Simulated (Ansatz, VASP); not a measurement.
**Os in VASP and in Ansatz**

INCAR

```
PREC = Accurate
ENCUT = 520
EDIFF = 1E-6
ISMEAR = -1
SIGMA = 0.1
LREAL = False
LASPH = True
NELM = 100
ALGO = Normal
ISIF = 2
LWAVE = False
LCHARG = False
GGA = B5
ALDAX = 1.0
AGGAX = 1.0
AGGAC = 1.0
ALDAC = 0.0
NBANDS = 10
```

Contents of KPOINTS:

```
Automatic mesh
0
Gamma
  14 14 14
```

File POSCAR:

```
Os
1.0
    2.5264402601      0.0000000000      0.0000000000
    0.0000000000      2.5264402601      0.0000000000
    0.0000000000      0.0000000000      2.5264402601
Os
1
Direct
    0.0000000000      0.0000000000      0.0000000000
```

Input for Ansatz:

```yaml
crystal:
  lattice:
    - [2.5264402601, 0.0, 0.0]
    - [0.0, 2.5264402601, 0.0]
    - [0.0, 0.0, 2.5264402601]
  atoms:
    - { symbol: Os, position: [0.0, 0.0, 0.0] }
hamiltonian:
  xc: blyp
  pseudopotentials:
    kind: paw
    azcp:
      Os: "pseudopotentials/Os.paw.azcp"
basis:
  ecutwfc: 420
  fft_grid_basis: typed
kpoints:
  mp_grid: { grid: [14, 14, 14], shift: [0, 0, 0] }
magnetization:
  spin_polarized: false
scf:
  occupations: { method: fermi_dirac, width: 0.1 }
  lower_state_search: "off"
output:
  stress: true
```

Alike in both runs: task single point; functional BLYP; k mesh 14 × 14 × 14; occupations fermi-dirac, width 0.1 eV; no spin polarisation.

|  | VASP | Ansatz |
| --- | --- | --- |
| version | VASP 6.6.1 | Ansatz 0.2.0 |
| potentials or method | VASP PAW PBE potentials, release 64 (Os), cutoff 520 eV | plane waves (420 eV) with PAW, scalar-relativistic |
| valence electrons in the cell | 8 | 16 |

|  | VASP | Ansatz | Ansatz less VASP |
| --- | --- | --- | --- |
| pressure (GPa) | 26.8 | 24.3 | -2.54 |

VASP's potentials were made for PBE, not for BLYP. The functional is the same, so the differences come from potentials, cutoffs and numerics. VASP's potentials hold 8 valence electrons a cell and Ansatz's 16, so a difference there can come from the potentials and not from the codes.

Spin-orbit coupling is off throughout.
